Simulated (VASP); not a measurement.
# Te2Mo in VASP: further runs, part 2 of 2

VASP 6.6.1. The steps go on from the part before.

## Step 3: Single point, r2SCAN

File POSCAR:

```
Te2Mo
1.0
    3.4009996484      0.0000000000      0.0000000000
   -1.7004998242      2.9453520938      0.0000000000
    0.0000000000      0.0000000000     16.7352291844
Te Mo
2 1
Direct
    0.3333333333      0.6666666667      0.8894316937
    0.3333333333      0.6666666667      0.1105683063
    0.0000000000      0.0000000000      0.0000000000
```

File INCAR.step1:

```
SYSTEM = Te2Mo
PREC = Accurate
ENCUT = 520
ISMEAR = 0
SIGMA = 0.02
LREAL = .False.
LASPH = .True.
NELM = 100
NBANDS = 20
GGA = PE
ALGO = Normal
EDIFF = 1E-4
LWAVE = .True.
LCHARG = .False.
```

File INCAR.step2:

```
SYSTEM = Te2Mo
PREC = Accurate
ENCUT = 520
EDIFF = 1E-6
ISMEAR = 0
SIGMA = 0.02
LREAL = .False.
LASPH = .True.
NELM = 100
ALGO = Normal
ISIF = 2
LWAVE = .False.
LCHARG = .False.
METAGGA = R2SCAN
LMIXTAU = .True.
NBANDS = 20
ISTART = 1
```

File KPOINTS:

```
Automatic mesh
0
Gamma
  12 12 2
  0 0 0
```

Potentials or basis: VASP PAW PBE potentials, release 64 (Te, Mo_sv).

On the command line:

```bash
$ cat potpaw_PBE.64/Te/POTCAR potpaw_PBE.64/Mo_sv/POTCAR > POTCAR
$ cp INCAR.step1 INCAR
$ mpirun -np 1 vasp_std > vasp.out
$ cp INCAR.step2 INCAR
$ mpirun -np 1 vasp_std > vasp.out
```

OUTCAR:

```text
SYSTEM = Te2Mo
   PREC = Accurate
   ENCUT = 520
   EDIFF = 1E-6
   ISMEAR = 0
   LREAL = .False.
   LASPH = .True.
   NELM = 100
   ISIF = 2
   METAGGA = R2SCAN
   ISTART = 1

 ion  position               nearest neighbor table
   1  0.333  0.667  0.889-   3 2.70   3 2.70   3 2.70
   2  0.333  0.667  0.111-   3 2.70   3 2.70   3 2.70
   3  0.000  0.000  0.000-   1 2.70   2 2.70   1 2.70   2 2.70   1 2.70   2 2.70

  LATTYP: Found a hexagonal cell.
 ALAT       =     3.4009996484
 C/A-ratio  =     4.9206794809

  Lattice vectors:
[... 195 lines left out ...]
      5     -12.7870      2.00000
      6     -11.8391      2.00000
[... 541 lines left out ...]
     19       7.2903      0.00000
     20       7.3012      0.00000

 [... further k-points ...]
[... 5 lines left out ...]
  --------------------------------------------------------------------------------------
  -------------------------------------------------------------------------------------
  Total        3.7056776      3.7056776      0.0954149      0.0000000      0.0000000     -0.0000000
  in kB       35.4162643     35.4162643      0.9119084      0.0000000      0.0000000     -0.0000000
  external PRESSURE =      23.9148123 kB  Pullay stress =       0.0000000 kB

 VOLUME and BASIS-vectors are now :
 -----------------------------------------------------------------------------
  energy-cutoff  :      520.00
  volume of cell :      167.64
      direct lattice vectors                 reciprocal lattice vectors
     3.400999648  0.000000000  0.000000000     0.294031198  0.169758991  0.000000000
    -1.700499824  2.945352094  0.000000000     0.000000000  0.339517982  0.000000000
     0.000000000  0.000000000 16.735229184     0.000000000  0.000000000  0.059754186

 POSITION                                       TOTAL-FORCE (eV/Angst)
 -----------------------------------------------------------------------------------
     -0.00000      1.96357     14.88484         0.000000     -0.000000     -0.028762
     -0.00000      1.96357      1.85039         0.000000      0.000000      0.028762
      0.00000      0.00000      0.00000        -0.000000      0.000000      0.000000
 -----------------------------------------------------------------------------------
    total drift:                                0.000001     -0.000001     -0.000000

  FREE ENERGIE OF THE ION-ELECTRON SYSTEM (eV)
  ---------------------------------------------------
  free  energy   TOTEN  =       -77.6049765520 eV

  energy  without entropy=      -77.6049765520  energy(sigma->0) =      -77.60497655
```

OUTCAR.step1:

```text
SYSTEM = Te2Mo
   PREC = Accurate
   ENCUT = 520
   ISMEAR = 0
   LREAL = .False.
   LASPH = .True.
[... 778 lines left out ...]
     -0.00000      1.96357     14.88484        -0.000000     -0.000000     -0.266791
     -0.00000      1.96357      1.85039        -0.000000      0.000000      0.266791
      0.00000      0.00000      0.00000         0.000000      0.000000      0.000000
 -----------------------------------------------------------------------------------
    total drift:                                0.000000     -0.000000     -0.000000

  FREE ENERGIE OF THE ION-ELECTRON SYSTEM (eV)
  ---------------------------------------------------
  free  energy   TOTEN  =       -17.8780043692 eV

  energy  without entropy=      -17.8780043692  energy(sigma->0) =      -17.87800437
```

OSZICAR.step1:

```text
N       E                     dE             d eps       ncg     rms          rms(c)
DAV:   1     0.143851701450E+03    0.14385E+03   -0.11645E+04  1944   0.106E+03
DAV:   2    -0.968681407630E+01   -0.15354E+03   -0.14870E+03  2036   0.236E+02
DAV:   3    -0.183407104110E+02   -0.86539E+01   -0.85643E+01  2008   0.469E+01
DAV:   4    -0.185347992549E+02   -0.19409E+00   -0.19392E+00  2172   0.706E+00
DAV:   5    -0.185368719969E+02   -0.20727E-02   -0.20727E-02  2060   0.774E-01    0.166E+01
DAV:   6    -0.180826138292E+02    0.45426E+00   -0.26896E+00  1720   0.982E+00    0.628E+00
DAV:   7    -0.180845430246E+02   -0.19292E-02   -0.30000E+00  1664   0.758E+00    0.405E+00
DAV:   8    -0.178811961716E+02    0.20335E+00   -0.10789E+00  1660   0.513E+00    0.144E+00
DAV:   9    -0.178833762356E+02   -0.21801E-02   -0.63957E-02  1900   0.132E+00    0.842E-01
DAV:  10    -0.178783805710E+02    0.49957E-02   -0.23667E-02  1760   0.936E-01    0.147E-01
DAV:  11    -0.178780391365E+02    0.34143E-03   -0.73704E-04  1800   0.174E-01    0.689E-02
DAV:  12    -0.178780043692E+02    0.34767E-04   -0.16698E-04  1372   0.564E-02
   1 F= -.17878004E+02 E0= -.17878004E+02  d E =-.202407E-48
```

Wall time 4.2 min (1 thread of Intel Xeon 6975P-C (Granite Rapids), shared host); peak memory 0.41 GiB.

Results:

| Property | Result |
| --- | --- |
| Free energy | -77.6050 eV |
| Largest force | 0.029 eV/Å |
| Band gap on the k mesh | 1.28 eV (least direct gap 1.56 eV) |

Forces in eV/Å, atoms in the order of the input:
```
Te   0.000  0.000 -0.029
Te   0.000  0.000  0.029
Mo   0.000  0.000  0.000
```

Caveat: there is no dipole correction, which matters where the two faces differ; the PAW data sets were made with another functional, which shifts forces and pressure a little; spin-orbit coupling is left out, which moves the levels of the heavy elements.

## Step 4: Single point, r2SCAN (equal strain along all axes, cell held: -3.0 %, then relaxed in part)

File POSCAR:

```
Te2Mo
1.0
    3.4544184911      0.0000000000      0.0000000000
   -1.7272092455      2.9916141686      0.0000000000
    0.0000000000      0.0000000000     16.9980861873
Te Mo
2 1
Direct
    0.3333333333      0.6666666667      0.8923915900
    0.3333333333      0.6666666667      0.1076084100
    0.0000000000      0.0000000000      0.0000000000
```

File INCAR.step1:

```
PREC = Accurate
ENCUT = 520
ISMEAR = 0
SIGMA = 0.02
LREAL = False
LASPH = True
NELM = 60
NBANDS = 20
GGA = PE
ALGO = Normal
EDIFF = 1E-4
LWAVE = True
LCHARG = False
```

File INCAR.step2:

```
PREC = Accurate
ENCUT = 520
EDIFF = 1E-6
ISMEAR = 0
SIGMA = 0.02
LREAL = False
LASPH = True
NELM = 60
ALGO = Normal
ISIF = 2
LWAVE = False
LCHARG = False
METAGGA = R2SCAN
LMIXTAU = True
NBANDS = 20
ISTART = 1
```

File KPOINTS:

```
regular mesh
0
Gamma
  12 12 2
```

Potentials or basis: VASP PAW PBE potentials, release 64 (Te, Mo_sv).

On the command line:

```bash
$ cat potpaw_PBE.64/Te/POTCAR potpaw_PBE.64/Mo_sv/POTCAR > POTCAR
$ cp INCAR.step1 INCAR
$ mpirun -np 1 vasp_std > vasp.out
$ cp INCAR.step2 INCAR
$ mpirun -np 1 vasp_std > vasp.out
```

OUTCAR:

```text
PREC = Accurate
   ENCUT = 520
   EDIFF = 1E-6
   ISMEAR = 0
   LREAL = False
   LASPH = True
   NELM = 60
   ISIF = 2
   METAGGA = R2SCAN
   ISTART = 1

 ion  position               nearest neighbor table
   1  0.333  0.667  0.892-   3 2.71   3 2.71   3 2.71   2 3.66
   2  0.333  0.667  0.108-   3 2.71   3 2.71   3 2.71   1 3.66
   3  0.000  0.000  0.000-   1 2.71   2 2.71   1 2.71   2 2.71   1 2.71   2 2.71

  LATTYP: Found a hexagonal cell.
 ALAT       =     3.4544184911
[... 196 lines left out ...]
      3     -35.3222      2.00000
      4     -35.3222      2.00000
      5     -12.8999      2.00000
      6     -11.9143      2.00000
[... 541 lines left out ...]
     19       6.8933      0.00000
     20       7.0226      0.00000

 [... further k-points ...]
[... 5 lines left out ...]
  --------------------------------------------------------------------------------------
  -------------------------------------------------------------------------------------
  Total        2.4071064      2.4071064      0.0867292      0.0000000     -0.0000000      0.0000000
  in kB       21.9545886     21.9545886      0.7910347      0.0000000     -0.0000000      0.0000000
  external PRESSURE =      14.9000706 kB  Pullay stress =       0.0000000 kB

 VOLUME and BASIS-vectors are now :
 -----------------------------------------------------------------------------
  energy-cutoff  :      520.00
  volume of cell :      175.66
      direct lattice vectors                 reciprocal lattice vectors
     3.454418491  0.000000000  0.000000000     0.289484324  0.167133852  0.000000000
    -1.727209246  2.991614169  0.000000000     0.000000000  0.334267704  0.000000000
     0.000000000  0.000000000 16.998086187     0.000000000  0.000000000  0.058830152

 POSITION                                       TOTAL-FORCE (eV/Angst)
 -----------------------------------------------------------------------------------
     -0.00000      1.99441     15.16895        -0.000000      0.000000     -0.026383
     -0.00000      1.99441      1.82914         0.000000      0.000000      0.026383
      0.00000      0.00000      0.00000         0.000000      0.000000      0.000000
 -----------------------------------------------------------------------------------
    total drift:                               -0.000001      0.000001     -0.000000

  FREE ENERGIE OF THE ION-ELECTRON SYSTEM (eV)
  ---------------------------------------------------
  free  energy   TOTEN  =       -77.6991277503 eV

  energy  without entropy=      -77.6991277503  energy(sigma->0) =      -77.69912775
```

OUTCAR.step1:

```text
PREC = Accurate
   ENCUT = 520
   ISMEAR = 0
   LREAL = False
   LASPH = True
[... 778 lines left out ...]
     -0.00000      1.99441     15.16895         0.000000     -0.000000     -0.257446
     -0.00000      1.99441      1.82914         0.000000     -0.000000      0.257446
      0.00000      0.00000      0.00000        -0.000000      0.000000      0.000000
 -----------------------------------------------------------------------------------
    total drift:                                0.000000     -0.000000     -0.000000

  FREE ENERGIE OF THE ION-ELECTRON SYSTEM (eV)
  ---------------------------------------------------
  free  energy   TOTEN  =       -17.9620114116 eV

  energy  without entropy=      -17.9620114116  energy(sigma->0) =      -17.96201141
```

OSZICAR.step1:

```text
N       E                     dE             d eps       ncg     rms          rms(c)
DAV:   1     0.135803433445E+03    0.13580E+03   -0.11568E+04  1984   0.105E+03
DAV:   2    -0.974265000590E+01   -0.14555E+03   -0.14155E+03  1992   0.229E+02
DAV:   3    -0.184364751994E+02   -0.86938E+01   -0.86051E+01  2024   0.461E+01
DAV:   4    -0.186169384786E+02   -0.18046E+00   -0.18030E+00  2108   0.674E+00
DAV:   5    -0.186190608770E+02   -0.21224E-02   -0.21223E-02  2084   0.787E-01    0.159E+01
DAV:   6    -0.181944505198E+02    0.42461E+00   -0.33639E+00  1680   0.105E+01    0.615E+00
DAV:   7    -0.181948249559E+02   -0.37444E-03   -0.35792E+00  1676   0.851E+00    0.432E+00
DAV:   8    -0.179650551969E+02    0.22977E+00   -0.11526E+00  1664   0.535E+00    0.139E+00
DAV:   9    -0.179672005288E+02   -0.21453E-02   -0.73222E-02  1892   0.143E+00    0.810E-01
DAV:  10    -0.179623345042E+02    0.48660E-02   -0.23120E-02  1740   0.899E-01    0.163E-01
DAV:  11    -0.179619991682E+02    0.33534E-03   -0.80318E-04  1900   0.165E-01    0.813E-02
DAV:  12    -0.179620114116E+02   -0.12243E-04   -0.13584E-04  1156   0.593E-02
   1 F= -.17962011E+02 E0= -.17962011E+02  d E =-.183099E-15
```

It took 4.2 min on 1 thread of Intel Xeon 6975P-C (Granite Rapids), shared host; peak memory 0.42 GiB.

Results:

```yaml
Free_energy: -77.6991 eV
Largest_force: 0.026 eV/Å
Band_gap_on_the_k_mesh: 1.34 eV (least direct gap 1.40 eV)
```

Forces on the atoms (eV/Å):
```
Te   0.000  0.000 -0.026
Te   0.000  0.000  0.026
Mo   0.000  0.000  0.000
```

Caveat: the cell differs from its parent crystal (equal strain along all axes, cell held: -3.0 %, then relaxed in part); there is no dipole correction, which matters where the two faces differ; the PAW data sets were made with another functional, which shifts forces and pressure a little; spin-orbit coupling is left out, which moves the levels of the heavy elements.
